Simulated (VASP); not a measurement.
# I (Fmmm) in VASP: settings compared

I is run at these levels: LDA, PBEsol-based global hybrid, PBEsol-based screened hybrid, HSE06, PBE; tasks: single point.

Everything below comes from runs of VASP 6.6.1. Logs are shortened: lines on timing, memory, paths and dates and some standing lists are left out, and cuts for length are marked.

## (1) The cell of the first run

Symmetry: Fmmm, No. 69, orthorhombic system. The conventional cell has a = 4.384 Å, b = 4.731 Å, c = 7.820 Å, α = 90.00°, β = 90.00°, γ = 90.00°. I (site symmetry mmm) has 4 I at 3.23 Å within 4.2 Å.

## (2) Single point, LDA

Input file INCAR:

```
PREC = Accurate
ENCUT = 520
EDIFF = 1E-7
ISMEAR = -1
SIGMA = 0.05
LREAL = F
LASPH = T
NELM = 80
ALGO = Normal
ISIF = 2
LWAVE = F
LCHARG = T
GGA = CA
LELF = T
LVHAR = T
NBANDS = 10
```

Input file KPOINTS:

```
Automatic mesh
0
Gamma
  15 15 15
```

Input file POSCAR:

```
I
1.0
    0.0000000000      2.3656004428      3.9098401324
    2.1922454667      0.0000000000      3.9098401324
    2.1922454667      2.3656004428      0.0000000000
I
1
Direct
    0.0000000000      0.0000000000      0.0000000000
```

Potentials or basis: VASP PAW LDA potentials, release 64 (I).

Run with:

```console
cat potpaw_LDA.64/I/POTCAR > POTCAR
mpirun -np 1 vasp_std > vasp.out
```

OUTCAR:

```text
PREC = Accurate
   ENCUT = 520
   EDIFF = 1E-7
   ISMEAR = -1
   LREAL = F
   LASPH = T
   NELM = 80
   ISIF = 2
   GGA = CA

 ion  position               nearest neighbor table
   1  0.000  0.000  0.000-

  LATTYP: Found a face centered orthorhombic cell.
 ALAT       =     4.3844909334
 B/A-ratio  =     1.0790764441
 C/A-ratio  =     1.7834864717

  Lattice vectors:

 A1 = (   0.0000000000,   2.3656004428,   3.9098401324)
 A2 = (   2.1922454667,   0.0000000000,   3.9098401324)
 A3 = (   2.1922454667,   2.3656004428,   0.0000000000)

Analysis of symmetry for initial positions (statically):
=====================================================================
 Subroutine PRICEL returns:
 Original cell was already a primitive cell.

 Routine SETGRP: Setting up the symmetry group for a
 face centered orthorhombic supercell.

 Subroutine GETGRP returns: Found  8 space group operations
 (whereof  8 operations were pure point group operations)
 out of a pool of  8 trial point group operations.

The static configuration has the point symmetry D_2h.

Analysis of symmetry for dynamics (positions and initial velocities):
=====================================================================
 Subroutine PRICEL returns:
 Original cell was already a primitive cell.

 Routine SETGRP: Setting up the symmetry group for a
 face centered orthorhombic supercell.

 Subroutine GETGRP returns: Found  8 space group operations
 (whereof  8 operations were pure point group operations)
 out of a pool of  8 trial point group operations.

The dynamic configuration has the point symmetry D_2h.

 Subroutine INISYM returns: Found  8 space group operations
 (whereof  8 operations are pure point group operations),
 and found     1 'primitive' translations

----------------------------------------------------------------------------------------

                                     Primitive cell

  volume of cell :      40.5527

  direct lattice vectors                    reciprocal lattice vectors
     0.000000000  2.365600443  3.909840132    -0.228076649  0.211362828  0.127882467
     2.192245467  0.000000000  3.909840132     0.228076649 -0.211362828  0.127882467
     2.192245467  2.365600443  0.000000000     0.228076649  0.211362828 -0.127882467

  length of vectors
     4.569782852  4.482498193  3.225214046     0.336224818  0.336224818  0.336224818

  position of ions in fractional coordinates (direct lattice)
     0.000000000  0.000000000  0.000000000

  ion indices of the primitive-cell ions
   primitive index   ion index
                 1           1

----------------------------------------------------------------------------------------

 KPOINTS: Automatic mesh

Automatic generation of k-mesh.
 Grid dimensions read from file:
 generate k-points for:   15   15   15

 Generating k-lattice:

  Cartesian coordinates                     Fractional coordinates (reciprocal lattice)
    -0.015205110  0.014090855  0.008525498     0.066666667 -0.000000000 -0.000000000
     0.015205110 -0.014090855  0.008525498     0.000000000  0.066666667  0.000000000
     0.015205110  0.014090855 -0.008525498     0.000000000  0.000000000  0.066666667

  Length of vectors
     0.022414988  0.022414988  0.022414988

  Shift w.r.t. Gamma in fractional coordinates (k-lattice)
     0.000000000  0.000000000  0.000000000

 Subroutine IBZKPT returns following result:
 ===========================================

 Found    512 irreducible k-points:

 Following reciprocal coordinates:
            Coordinates               Weight
  0.000000  0.000000  0.000000      1.000000
  0.066667 -0.000000  0.000000      8.000000
  0.133333  0.000000  0.000000      8.000000
  0.200000  0.000000  0.000000      8.000000
  0.266667  0.000000  0.000000      8.000000
  0.333333 -0.000000 -0.000000      8.000000
[... 16 lines left out ...]
  0.133333  0.133333  0.000000      2.000000
  0.200000  0.133333  0.000000      8.000000
 [... further k-points ...]
   k-points           NKPTS =    512   k-points in BZ     NKDIM =    512   number of bands    NBANDS=     10
   number of dos      NEDOS =    301   number of ions     NIONS =      1
   total plane-waves  NPLWV =  31104
   dimension x,y,z NGX =    36 NGY =   36 NGZ =   24
   dimension x,y,z NGXF=    72 NGYF=   72 NGZF=   48
   ions per type =               1
   NGX,Y,Z   is equivalent  to a cutoff of  13.10, 13.35, 12.37 a.u.
   NGXF,Y,Z  is equivalent  to a cutoff of  26.19, 26.70, 24.74 a.u.
 SYSTEM =  unknown system
   PREC   = accura    normal or accurate (medium, high low for compatibility)
   ISTART =      0    job   : 0-new  1-cont  2-samecut
   ICHARG =      2    charge: 1-file 2-atom 10-const
   ISPIN  =      1    spin polarized calculation?
   LNONCOLLINEAR =      F non collinear calculations
   LSORBIT =      F    spin-orbit coupling
   LASPH  =      T    aspherical Exc in radial PAW
   ENCUT  =  520.0 eV  38.22 Ry    6.18 a.u.   8.50  8.33  6.00*2*pi/ulx,y,z
   NELM   =     80;   NELMIN=  2; NELMDL= -5     # of ELM steps
   EDIFF  = 0.1E-06   stopping-criterion for ELM
   LREAL  =      F    real-space projection
   EDIFFG = 0.1E-05   stopping-criterion for IOM
   NSW    =      0    number of steps for IOM
   IBRION =     -1    ionic relax: 0-MD 1-quasi-New 2-CG
   NFREE  =      0    steps in history (QN), initial steepest desc. (CG)
   ISIF   =      2    stress and relaxation
   ISYM   =      2    0-nonsym 1-usesym 2-fastsym
   POTIM  = 0.5000    time-step for ionic-motion
   TEBEG  =    0.0;   TEEND  =   0.0 temperature during run
   PSTRESS=    0.0 pullay stress
   NELECT =       7.0000    total number of electrons
   NUPDOWN=      -1.0000    fix difference up-down
   EMIN   =  10.00;   EMAX   =-10.00  energy-range for DOS
   EFERMI =   0.00;   METHOD = LEGACY
   ISMEAR =    -1;   SIGMA  =   0.05  broadening in eV -4-tet -1-fermi 0-gaus
   EFERMI_NEDOS =   21; number of points for ismear=-14 and -15
   IALGO  =     38    algorithm
   IMIX   =      4    mixing-type and parameters
     AMIX     =   0.40;   BMIX     =  1.00
     AMIX_MAG =   1.60;   BMIX_MAG =  1.00
  volume/ion in A,a.u.               =      40.55       273.66
  Fermi-wavevector in a.u.,A,eV,Ry     =   0.911523  1.722529 11.304731  0.830874
  Thomas-Fermi vector in A             =   2.035812
   LORBIT       =      0    0 simple, 1 ext, 2 COOP (PROOUT), +10 PAW based schemes
   GGA     = CA    functional components
   LHFCALC =     F    Hartree Fock is set to
   AEXX    =    0.0000 exact exchange contribution
   IVDW    =     0    specifies the selected vdW correction
   LEPSILON=     F    determine dielectric tensor
   LRPA    =     F    only Hartree local field effects (RPA)
 non-spin polarized calculation
  energy-cutoff  :      520.00
  volume of cell :       40.55
 maximum number of plane-waves:      1109
 NGX is ok and might be reduce to    36
   NGX = 17   NGY = 17   NGZ = 11

 number of electron       7.0000000 magnetization

 Free energy of the ion-electron system (eV)
  ---------------------------------------------------
  ext. energy  EPLUGINS =         0.00000000
  ---------------------------------------------------
  free energy    TOTEN  =        -1.93812469 eV

  energy without entropy =       -1.93521017  energy(sigma->0) =       -1.93666743

 E-fermi :   3.3170     XC(G=0):  -8.6035

 val. band max:        3.3001340782   @ k =  -0.4667   0.2667   0.1333
 cond. band min:       3.3336072896   @ k =   0.4667   0.2000   0.1333
 fundamental gap:      0.0334732114
 Fermi energy:         3.3169951306

 k-point     1 :       0.0000    0.0000    0.0000
  band No.  band energies     occupation
      1     -10.5949      2.00000
      2       1.4113      2.00000
      3       4.0708      0.00000
      4       4.3523      0.00000
      5       7.5796      0.00000
      6      10.8396      0.00000
      7      11.4374      0.00000
      8      15.3826      0.00000
      9      15.5306      0.00000
     10      15.6909      0.00000

 k-point     2 :       0.0667   -0.0000    0.0000
  band No.  band energies     occupation
      1     -10.5472      2.00000
      2       1.4082      2.00000
      3       3.7254      0.00057
      4       4.2760      0.00000
      5       7.7297      0.00000
      6      11.0450      0.00000
      7      11.7907      0.00000
      8      14.0719      0.00000
      9      15.5962      0.00000
     10      16.0508      0.00000

 k-point     3 :       0.1333    0.0000    0.0000
  band No.  band energies     occupation
      1     -10.4074      2.00000
      2       1.3989      2.00000
      3       2.7224      1.99999
      4       4.3356      0.00000
      5       8.1021      0.00000
      6      11.2525      0.00000
      7      12.6045      0.00000
      8      13.0886      0.00000
      9      15.7361      0.00000
     10      16.3953      0.00000

 k-point     4 :       0.2000    0.0000    0.0000
  band No.  band energies     occupation
      1     -10.1860      2.00000
      2       1.2849      2.00000
      3       1.6435      2.00000
      4       4.4619      0.00000
      5       8.5763      0.00000
      6      11.4077      0.00000
      7      11.6274      0.00000
      8      14.6474      0.00000
      9      15.9977      0.00000
     10      16.8269      0.00000

 k-point     5 :       0.2667    0.0000    0.0000
  band No.  band energies     occupation
      1      -9.9044      2.00000
      2       0.2981      2.00000
      3       1.4932      2.00000
      4       4.6198      0.00000
      5       8.8610      0.00000
      6      11.0401      0.00000
      7      11.7471      0.00000
      8      15.7329      0.00000
      9      16.3827      0.00000
     10      16.9241      0.00000

 k-point     6 :       0.3333   -0.0000   -0.0000
  band No.  band energies     occupation
      1      -9.5989      2.00000
      2      -0.6990      2.00000
      3       1.5272      2.00000
      4       4.7820      0.00000
      5       8.6113      0.00000
      6      11.4626      0.00000
      7      12.0337      0.00000
      8      15.3428      0.00000
      9      16.8264      0.00000
     10      17.4224      0.00000

 k-point     7 :       0.4000   -0.0000    0.0000
  band No.  band energies     occupation
      1      -9.3267      2.00000
      2      -1.4518      2.00000
      3       1.5728      2.00000
      4       4.9169      0.00000
      5       8.2019      0.00000
      6      12.2336      0.00000
      7      12.4768      0.00000
      8      15.0668      0.00000
      9      16.4104      0.00000
     10      17.1511      0.00000

 k-point     8 :       0.4667    0.0000    0.0000
  band No.  band energies     occupation
      1      -9.1612      2.00000
      2      -1.8620      2.00000
      3       1.6038      2.00000
      4       4.9942      0.00000
      5       7.9522      0.00000
      6      12.4035      0.00000
      7      13.4740      0.00000
      8      15.1246      0.00000
      9      15.7533      0.00000
     10      15.9655      0.00000

 k-point     9 :       0.0667    0.0667    0.0000
  band No.  band energies     occupation
      1     -10.5847      2.00000
      2       1.2728      2.00000
      3       4.0604      0.00000
      4       4.3429      0.00000
      5       7.8147      0.00000
      6      10.8107      0.00000
      7      11.3784      0.00000
      8      15.4621      0.00000
      9      15.6656      0.00000
     10      15.7663      0.00000
[... 118 lines left out ...]
 k-point    19 :      -0.2667    0.0667    0.0000
  band No.  band energies     occupation
      1      -9.6246      2.00000
      2      -0.6523      2.00000
      3       1.7404      2.00000
      4       4.8023      0.00000
      5       8.6760      0.00000
      6      10.4738      0.00000
      7      12.1080      0.00000
      8      15.3598      0.00000
      9      16.6066      0.00000
     10      17.3183      0.00000

 k-point    20 :      -0.2000    0.0667   -0.0000
  band No.  band energies     occupation
      1      -9.9286      2.00000
      2       0.3569      2.00000
      3       1.7131      2.00000
      4       4.6405      0.00000
      5       8.6968      0.00000
      6      10.4278      0.00000
      7      11.8200      0.00000
      8      15.7735      0.00000
      9      16.1719      0.00000
     10      16.9396      0.00000

 k-point    21 :      -0.1333    0.0667    0.0000
  band No.  band energies     occupation
      1     -10.2045      2.00000
      2       1.4990      2.00000
      3       1.6643      2.00000
      4       4.4785      0.00000
      5       8.2629      0.00000
      6      11.3044      0.00000
      7      11.5416      0.00000
      8      14.6939      0.00000
      9      15.8435      0.00000
     10      16.6869      0.00000

 k-point    22 :      -0.0667    0.0667    0.0000
  band No.  band energies     occupation
      1     -10.4173      2.00000
      2       1.5347      2.00000
      3       2.7231      1.99999
      4       4.3449      0.00000
      5       7.8953      0.00000
      6      11.2915      0.00000
      7      12.5781      0.00000
      8      13.0392      0.00000
      9      15.6555      0.00000
     10      16.2903      0.00000

 k-point    23 :       0.1333    0.1333    0.0000
  band No.  band energies     occupation
      1     -10.5554      2.00000
      2       0.9189      2.00000
      3       4.0315      0.00000
      4       4.3166      0.00000
      5       8.4571      0.00000
      6      10.7323      0.00000
      7      11.2260      0.00000
      8      15.6973      0.00000
      9      15.9894      0.00000
     10      16.0421      0.00000

 k-point    24 :       0.2000    0.1333    0.0000
  band No.  band energies     occupation
      1     -10.4902      2.00000
      2       0.7381      2.00000
      3       3.6766      0.00150
      4       4.2241      0.00000
      5       8.9473      0.00000
      6      10.8761      0.00000
      7      11.5090      0.00000
      8      14.6938      0.00000
      9      16.0516      0.00000
     10      16.6913      0.00000

 [... further k-points ...]
[... 5 lines left out ...]
  --------------------------------------------------------------------------------------
  -------------------------------------------------------------------------------------
  Total       -0.6859165     -0.8358480     -0.2578496      0.0000000      0.0000000      0.0000000
  in kB      -27.0995630    -33.0231365    -10.1872626      0.0000000      0.0000000      0.0000000
  external PRESSURE =     -23.4366540 kB  Pullay stress =       0.0000000 kB

 VOLUME and BASIS-vectors are now :
 -----------------------------------------------------------------------------
  energy-cutoff  :      520.00
  volume of cell :       40.55
      direct lattice vectors                 reciprocal lattice vectors
     0.000000000  2.365600443  3.909840132    -0.228076649  0.211362828  0.127882467
     2.192245467  0.000000000  3.909840132     0.228076649 -0.211362828  0.127882467
     2.192245467  2.365600443  0.000000000     0.228076649  0.211362828 -0.127882467

 POSITION                                       TOTAL-FORCE (eV/Angst)
 -----------------------------------------------------------------------------------
      0.00000      0.00000      0.00000         0.000000      0.000000     -0.000000
 -----------------------------------------------------------------------------------
    total drift:                                0.000000      0.000000      0.000000

  FREE ENERGIE OF THE ION-ELECTRON SYSTEM (eV)
  ---------------------------------------------------
  free  energy   TOTEN  =        -1.9381246865 eV

  energy  without entropy=       -1.9352101711  energy(sigma->0) =       -1.93666743
```

Run time: 51 s. Hardware: 1 thread of Intel Xeon 6975P-C (Granite Rapids), shared host; peak memory 0.31 GiB.

What came out:

```
Free energy : -1.9381 eV
Pressure    : -2.3 GPa
```

Caveat: spin-orbit coupling is left out, which moves the levels of the heavy elements; an odd number of electrons without spin polarisation forces a metal; a magnetic or distorted state may lie lower.

[end of part 1 of 3]
